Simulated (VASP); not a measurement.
# ScPbS4 (F-43m) in VASP: density of states with PBE

Aim: the density of states of ScPbS4 with PBE.

All numbers are computed with VASP 6.6.1; they aren't measurements. Logs are shortened: lines on timing, memory, paths and dates and some standing lists are left out, and cuts for length are marked.

## 1. The cell of the first run

The structure is cubic, space group F-43m (No. 216). The conventional cell has a = 7.780 Å, b = 7.780 Å, c = 7.780 Å, α = 90.00°, β = 90.00°, γ = 90.00°. Sc (site symmetry -43m) has 12 S at 3.22 Å and 4 Pb at 3.37 Å within 4.2 Å. Within 4.2 Å of Pb (site symmetry -43m) lie 12 S at 3.23 Å and 4 Sc at 3.37 Å. Within 3.6 Å of S (site symmetry 3m) lie 6 S at 2.70 to 2.80 Å and 3 Sc at 3.22 Å and 3 Pb at 3.23 Å.

## 2. Density of states, PBE

Contents of POSCAR:

```
ScPbS4
1.0
    0.0000000000      3.8900525455      3.8900525455
    3.8900525455      0.0000000000      3.8900525455
    3.8900525455      3.8900525455      0.0000000000
Sc Pb S
1 1 4
Direct
    0.2500000000      0.2500000000      0.2500000000
    0.0000000000      0.0000000000      0.0000000000
    0.6228702458      0.6228702458      0.6228702458
    0.1313892625      0.6228702458      0.6228702458
    0.6228702458      0.6228702458      0.1313892625
    0.6228702458      0.1313892625      0.6228702458
```

Contents of INCAR.step1:

```
SYSTEM = ScPbS4
PREC = Accurate
ENCUT = 520
EDIFF = 1E-6
ISMEAR = 0
SIGMA = 0.1
LREAL = .FALSE.
LASPH = .TRUE.
NELM = 100
ALGO = Normal
ISIF = 2
LWAVE = .FALSE.
LCHARG = .TRUE.
LMAXMIX = 4
GGA = PE
NBANDS = 34
```

Contents of KPOINTS.step1:

```
Automatic mesh
0
G
  8 8 8
  0 0 0
```

Contents of INCAR.step2:

```
SYSTEM = ScPbS4
PREC = Accurate
ENCUT = 520
EDIFF = 1E-6
ISMEAR = -5
SIGMA = 0.1
LREAL = .FALSE.
LASPH = .TRUE.
NELM = 100
ALGO = Normal
ISIF = 2
LWAVE = .FALSE.
LCHARG = .FALSE.
LMAXMIX = 4
GGA = PE
LORBIT = 11
NEDOS = 2001
ICHARG = 11
```

Contents of KPOINTS.step2:

```
Automatic mesh
0
G
  12 12 12
  0 0 0
```

Potentials or basis: VASP PAW PBE potentials, release 64 (Sc_sv, Pb_d, S).

Command:

```
> cat potpaw_PBE.64/Sc_sv/POTCAR potpaw_PBE.64/Pb_d/POTCAR potpaw_PBE.64/S/POTCAR > POTCAR
> cp INCAR.step1 INCAR
> cp KPOINTS.step1 KPOINTS
> mpirun -np 1 vasp_std > vasp.out
> cp INCAR.step2 INCAR
> cp KPOINTS.step2 KPOINTS
> mpirun -np 1 vasp_std > vasp.out
```

OUTCAR:

```text
SYSTEM = ScPbS4
   PREC = Accurate
   ENCUT = 520
   EDIFF = 1E-6
   ISMEAR = -5
   LREAL = .FALSE.
   LASPH = .TRUE.
   NELM = 100
   ISIF = 2
   GGA = PE
   LORBIT = 11
   ICHARG = 11

 ion  position               nearest neighbor table
   1  0.250  0.250  0.250-   2 3.37   2 3.37   2 3.37   2 3.37
   2  0.000  0.000  0.000-   5 3.23   6 3.23   4 3.23   5 3.23   4 3.23   6 3.23   3 3.23   3 3.23
                             3 3.23   4 3.23   6 3.23   5 3.23   1 3.37   1 3.37   1 3.37   1 3.37
   3  0.623  0.623  0.623-   4 2.70   5 2.70   6 2.70   2 3.23   2 3.23   2 3.23
   4  0.131  0.623  0.623-   3 2.70   5 2.70   6 2.70   2 3.23   2 3.23   2 3.23
   5  0.623  0.623  0.131-   3 2.70   4 2.70   6 2.70   2 3.23   2 3.23   2 3.23
   6  0.623  0.131  0.623-   3 2.70   4 2.70   5 2.70   2 3.23   2 3.23   2 3.23

  LATTYP: Found a face centered cubic cell.
 ALAT       =     7.7801050910

  Lattice vectors:

 A1 = (   0.0000000000,   3.8900525455,   3.8900525455)
 A2 = (   3.8900525455,   0.0000000000,   3.8900525455)
 A3 = (   3.8900525455,   3.8900525455,   0.0000000000)

Analysis of symmetry for initial positions (statically):
=====================================================================
 Subroutine PRICEL returns:
 Original cell was already a primitive cell.

 Routine SETGRP: Setting up the symmetry group for a
 face centered cubic supercell.

 Subroutine GETGRP returns: Found 24 space group operations
 (whereof 24 operations were pure point group operations)
 out of a pool of 48 trial point group operations.

The static configuration has the point symmetry T_d .

Analysis of symmetry for dynamics (positions and initial velocities):
=====================================================================
 Subroutine PRICEL returns:
 Original cell was already a primitive cell.

 Routine SETGRP: Setting up the symmetry group for a
 face centered cubic supercell.

 Subroutine GETGRP returns: Found 24 space group operations
 (whereof 24 operations were pure point group operations)
 out of a pool of 48 trial point group operations.

The dynamic configuration has the point symmetry T_d .

 Subroutine INISYM returns: Found 24 space group operations
 (whereof 24 operations are pure point group operations),
 and found     1 'primitive' translations

----------------------------------------------------------------------------------------

                                     Primitive cell

  volume of cell :     117.7325

  direct lattice vectors                    reciprocal lattice vectors
     0.000000000  3.890052546  3.890052546    -0.128532968  0.128532968  0.128532968
     3.890052546  0.000000000  3.890052546     0.128532968 -0.128532968  0.128532968
     3.890052546  3.890052546  0.000000000     0.128532968  0.128532968 -0.128532968

  length of vectors
     5.501365068  5.501365068  5.501365068     0.222625631  0.222625631  0.222625631

  position of ions in fractional coordinates (direct lattice)
     0.250000000  0.250000000  0.250000000
     0.000000000  0.000000000  0.000000000
     0.622870246  0.622870246  0.622870246
     0.131389263  0.622870246  0.622870246
     0.622870246  0.622870246  0.131389263
     0.622870246  0.131389263  0.622870246

  ion indices of the primitive-cell ions
   primitive index   ion index
                 1           1
                 2           2
                 3           3
                 4           4
                 5           5
                 6           6

----------------------------------------------------------------------------------------

 KPOINTS: Automatic mesh

Automatic generation of k-mesh.
 Grid dimensions read from file:
 generate k-points for:   12   12   12

 Generating k-lattice:

  Cartesian coordinates                     Fractional coordinates (reciprocal lattice)
    -0.010711081  0.010711081  0.010711081     0.083333333  0.000000000  0.000000000
     0.010711081 -0.010711081  0.010711081     0.000000000  0.083333333  0.000000000
     0.010711081  0.010711081 -0.010711081     0.000000000  0.000000000  0.083333333

  Length of vectors
     0.018552136  0.018552136  0.018552136

  Shift w.r.t. Gamma in fractional coordinates (k-lattice)
     0.000000000  0.000000000  0.000000000

 TETIRR: Found    247 inequivalent tetrahedra from    10368

 Subroutine IBZKPT returns following result:
 ===========================================

 Found     72 irreducible k-points:

 Following reciprocal coordinates:
            Coordinates               Weight
  0.000000  0.000000  0.000000      1.000000
  0.083333  0.000000  0.000000      8.000000
  0.166667  0.000000  0.000000      8.000000
  0.250000  0.000000  0.000000      8.000000
  0.333333  0.000000  0.000000      8.000000
  0.416667  0.000000  0.000000      8.000000
[... 16 lines left out ...]
  0.500000  0.166667  0.000000     24.000000
 -0.416667  0.166667  0.000000     24.000000
 [... further k-points ...]
   k-points           NKPTS =     72   k-points in BZ     NKDIM =     72   number of bands    NBANDS=     29
   number of dos      NEDOS =   2001   number of ions     NIONS =      6
   total plane-waves  NPLWV =  74088
   dimension x,y,z NGX =    42 NGY =   42 NGZ =   42
   dimension x,y,z NGXF=    84 NGYF=   84 NGZF=   84
   ions per type =               1   1   4
   NGX,Y,Z   is equivalent  to a cutoff of  12.69, 12.69, 12.69 a.u.
   NGXF,Y,Z  is equivalent  to a cutoff of  25.38, 25.38, 25.38 a.u.
 SYSTEM =  ScPbS4
   PREC   = accura    normal or accurate (medium, high low for compatibility)
   ISTART =      0    job   : 0-new  1-cont  2-samecut
   ICHARG =     11    charge: 1-file 2-atom 10-const
   ISPIN  =      1    spin polarized calculation?
   LNONCOLLINEAR =      F non collinear calculations
   LSORBIT =      F    spin-orbit coupling
   LASPH  =      T    aspherical Exc in radial PAW
   ENCUT  =  520.0 eV  38.22 Ry    6.18 a.u.  10.23 10.23 10.23*2*pi/ulx,y,z
   NELM   =    100;   NELMIN=  2; NELMDL=  0     # of ELM steps
   EDIFF  = 0.1E-05   stopping-criterion for ELM
   LREAL  =      F    real-space projection
   EDIFFG = 0.1E-04   stopping-criterion for IOM
   NSW    =      0    number of steps for IOM
   IBRION =     -1    ionic relax: 0-MD 1-quasi-New 2-CG
   NFREE  =      0    steps in history (QN), initial steepest desc. (CG)
   ISIF   =      2    stress and relaxation
   ISYM   =      2    0-nonsym 1-usesym 2-fastsym
   POTIM  = 0.5000    time-step for ionic-motion
   TEBEG  =    0.0;   TEEND  =   0.0 temperature during run
   PSTRESS=    0.0 pullay stress
   NELECT =      49.0000    total number of electrons
   NUPDOWN=      -1.0000    fix difference up-down
   EMIN   =  10.00;   EMAX   =-10.00  energy-range for DOS
   EFERMI =   0.00;   METHOD = LEGACY
   ISMEAR =    -5;   SIGMA  =   0.10  broadening in eV -4-tet -1-fermi 0-gaus
   EFERMI_NEDOS =   21; number of points for ismear=-14 and -15
   IALGO  =     38    algorithm
   IMIX   =      4    mixing-type and parameters
     AMIX     =   0.40;   BMIX     =  1.00
     AMIX_MAG =   1.60;   BMIX_MAG =  1.00
  volume/ion in A,a.u.               =      19.62       132.42
  Fermi-wavevector in a.u.,A,eV,Ry     =   1.222291  2.309796 20.327050  1.493996
  Thomas-Fermi vector in A             =   2.357443
   LORBIT       =     11    0 simple, 1 ext, 2 COOP (PROOUT), +10 PAW based schemes
   GGA     = PE    functional components
   LHFCALC =     F    Hartree Fock is set to
   AEXX    =    0.0000 exact exchange contribution
   IVDW    =     0    specifies the selected vdW correction
   LEPSILON=     F    determine dielectric tensor
   LRPA    =     F    only Hartree local field effects (RPA)
 non-spin polarized calculation
 Fermi weights with tetrahedron method with Bloechl corrections
  energy-cutoff  :      520.00
  volume of cell :      117.73
 maximum number of plane-waves:      3218
 NGX is ok and might be reduce to    42

 number of electron      49.0000002 magnetization

 Free energy of the ion-electron system (eV)
  ---------------------------------------------------
  ext. energy  EPLUGINS =         0.00000000
  ---------------------------------------------------
  free energy    TOTEN  =       -24.27960607 eV

  energy without entropy =      -24.27960607  energy(sigma->0) =      -24.27960607

 E-fermi :   7.2593     XC(G=0): -10.6125

 val. band max:        7.3253092449   @ k =   0.2500   0.0833   0.0000
 cond. band min:       7.2516441701   @ k =  -0.2500   0.3333   0.0833
 fundamental gap:     -0.0736650749
 Fermi energy:         7.2592798110

 k-point     1 :       0.0000    0.0000    0.0000
  band No.  band energies     occupation
      1     -43.6486      2.00000
      2     -22.2455      2.00000
      3     -22.2455      2.00000
      4     -22.2455      2.00000
      5     -10.0370      2.00000
      6     -10.0370      2.00000
[... 21 lines left out ...]
     28       8.9275      0.00000
     29       8.9518      0.00000

 k-point     2 :       0.0833    0.0000    0.0000
  band No.  band energies     occupation
      1     -43.6486      2.00000
      2     -22.2457      2.00000
      3     -22.2456      2.00000
      4     -22.2455      2.00000
      5     -10.0376      2.00000
      6     -10.0368      2.00000
[... 21 lines left out ...]
     28       8.8120      0.00000
     29       8.8465      0.00000

 k-point     3 :       0.1667    0.0000    0.0000
  band No.  band energies     occupation
      1     -43.6486      2.00000
      2     -22.2459      2.00000
      3     -22.2456      2.00000
      4     -22.2456      2.00000
      5     -10.0391      2.00000
      6     -10.0362      2.00000
[... 21 lines left out ...]
     28       8.6382      0.00000
     29       8.8609      0.00000

 k-point     4 :       0.2500    0.0000    0.0000
  band No.  band energies     occupation
      1     -43.6486      2.00000
      2     -22.2463      2.00000
      3     -22.2456      2.00000
      4     -22.2456      2.00000
      5     -10.0413      2.00000
      6     -10.0355      2.00000
[... 21 lines left out ...]
     28       8.4791      0.00000
     29       8.4898      0.00000

 k-point     5 :       0.3333    0.0000    0.0000
  band No.  band energies     occupation
      1     -43.6486      2.00000
      2     -22.2467      2.00000
      3     -22.2457      2.00000
      4     -22.2457      2.00000
      5     -10.0434      2.00000
      6     -10.0350      2.00000
[... 21 lines left out ...]
     28       8.3943      0.00000
     29       8.3978      0.00000
[... 510 lines left out ...]
     28       8.1752      0.00000
     29       8.4715      0.00000

 k-point    22 :       0.4167    0.1667    0.0000
  band No.  band energies     occupation
      1     -43.6486      2.00000
      2     -22.2468      2.00000
      3     -22.2459      2.00000
      4     -22.2458      2.00000
      5     -10.0455      2.00000
      6     -10.0355      2.00000
[... 21 lines left out ...]
     28       8.0095      0.00000
     29       8.4299      0.00000

 k-point    23 :       0.5000    0.1667    0.0000
  band No.  band energies     occupation
      1     -43.6486      2.00000
      2     -22.2470      2.00000
      3     -22.2460      2.00000
      4     -22.2458      2.00000
      5     -10.0460      2.00000
      6     -10.0358      2.00000
[... 21 lines left out ...]
     28       8.0257      0.00000
     29       8.5161      0.00000

 k-point    24 :      -0.4167    0.1667    0.0000
  band No.  band energies     occupation
      1     -43.6486      2.00000
      2     -22.2470      2.00000
      3     -22.2460      2.00000
      4     -22.2458      2.00000
      5     -10.0459      2.00000
      6     -10.0353      2.00000
[... 21 lines left out ...]
     28       8.1188      0.00000
     29       8.4874      0.00000

 [... further k-points ...]

------------------------ aborting loop because EDIFF is reached ----------------------------------------

  FORCE on cell =-STRESS in cart. coord.  units (eV):
  Direction    XX          YY          ZZ          XY          YZ          ZX
  --------------------------------------------------------------------------------------
  -------------------------------------------------------------------------------------
  Total       -0.0830109     -0.0830109     -0.0830109      0.0000000      0.0000000      0.0000000
  in kB       -1.1296645     -1.1296645     -1.1296645      0.0000000      0.0000000      0.0000000
  external PRESSURE =      -1.1296645 kB  Pullay stress =       0.0000000 kB

 VOLUME and BASIS-vectors are now :
 -----------------------------------------------------------------------------
  energy-cutoff  :      520.00
  volume of cell :      117.73
      direct lattice vectors                 reciprocal lattice vectors
     0.000000000  3.890052546  3.890052546    -0.128532968  0.128532968  0.128532968
     3.890052546  0.000000000  3.890052546     0.128532968 -0.128532968  0.128532968
     3.890052546  3.890052546  0.000000000     0.128532968  0.128532968 -0.128532968

 POSITION                                       TOTAL-FORCE (eV/Angst)
 -----------------------------------------------------------------------------------
      1.94503      1.94503      1.94503         0.000000      0.000000      0.000000
      0.00000      0.00000      0.00000         0.000000      0.000000      0.000000
      4.84600      4.84600      4.84600         0.008439      0.008439      0.008439
      4.84600      2.93411      2.93411         0.008439     -0.008439     -0.008439
      2.93411      2.93411      4.84600        -0.008439     -0.008439      0.008439
      2.93411      4.84600      2.93411        -0.008439      0.008439     -0.008439
 -----------------------------------------------------------------------------------
    total drift:                                0.000203      0.000203      0.000203

  FREE ENERGIE OF THE ION-ELECTRON SYSTEM (eV)
  ---------------------------------------------------
  free  energy   TOTEN  =       -24.2796060725 eV

  energy  without entropy=      -24.2796060725  energy(sigma->0) =      -24.27960607

 total charge

# of ion       s       p       d       tot
------------------------------------------
    1        2.132   6.025   0.972   9.129
    2        1.424   0.627   9.833  11.884
    3        1.425   2.129   0.000   3.554
    4        1.425   2.129   0.000   3.554
    5        1.425   2.129   0.000   3.554
    6        1.425   2.129   0.000   3.554
--------------------------------------------------
tot          9.256  15.170  10.805  35.231
```

Wall time 3.2 min (1 thread of Intel Xeon 6975P-C (Granite Rapids), shared host); peak memory 0.4 GiB.

What came out:

```yaml
Valence_electrons_inside_the_program's_atomic_spheres: Sc 9.13; Pb 11.88; S 3.55
```

Levels at points of the mesh, in eV from the Fermi level:
```csv
k point,band 22,band 23,band 24,band 25,band 26,band 27
"(0.00, 0.00, 0.00)",-0.51,-0.51,0.43,0.43,0.43,1.66
"(0.50, 0.00, 0.00)",-2.72,-2.67,0.39,0.50,0.63,0.63
"(0.50, 0.50, 0.00)",-2.82,-2.66,-2.17,0.15,0.15,0.42
```

Caveat: spin-orbit coupling is left out, which moves the levels of the heavy elements; tetrahedron occupations give inexact forces and stress in metals.
